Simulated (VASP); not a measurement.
Set up this calculation in VASP 6.6.1, as the native input.

* Task: single point
* Functional: PBE
* Dispersion: D4
* Potentials or basis: VASP PAW PBE potentials, release 64 (Te, Nb_sv)
* Cutoff: 520 eV
* k mesh: 8 × 8 × 7
* Occupations: fermi-dirac, width 0.05 eV
* Spin: no spin polarisation
* Dipole correction: no
* Further INCAR settings: ALGO = Normal; EDIFF = 1e-06; NBANDS = 16

The structure of NbTe lies in POSCAR:

```
NbTe
1.0
    3.6405530513      0.0000000000      0.0000000000
   -1.8202765256      3.1528114262      0.0000000000
    0.0000000000      0.0000000000      3.6898599946
Te Nb
1 1
Direct
    0.6666666667      0.3333333333      0.0000000000
    0.0000000000      0.0000000000      0.5000000000
```

The input as run:

INCAR

```
SYSTEM = NbTe
ALGO = Normal
EDIFF = 1E-6
ENCUT = 520
GGA = PE
ISIF = 2
ISMEAR = -1
IVDW = 13
LASPH = .True.
LCHARG = .False.
LREAL = .False.
LWAVE = .False.
NBANDS = 16
NELM = 100
PREC = Accurate
SIGMA = 0.05
```

KPOINTS

```
k-points
0
Gamma
  8 8 7
  0 0 0
```

Potentials or basis: VASP PAW PBE potentials, release 64 (Te, Nb_sv).

Launch:

```bash
$ cat potpaw_PBE.64/Te/POTCAR potpaw_PBE.64/Nb_sv/POTCAR > POTCAR
$ mpirun -np 1 vasp_std > vasp.out
```

It gave:

The pressure is -0.2 GPa. The band gap on the k mesh is zero (an odd number of electrons rules out a gap without spin polarisation) and the dispersion energy per atom is -0.493 eV.

Caveat: spin-orbit coupling is left out, which moves the levels of the heavy elements.

It took 19 s on 1 thread of Intel(R) Xeon(R) Platinum 8259CL CPU @ 2.50GHz (Skylake/Cascade Lake), on a shared host, peak memory 0.17 GiB.
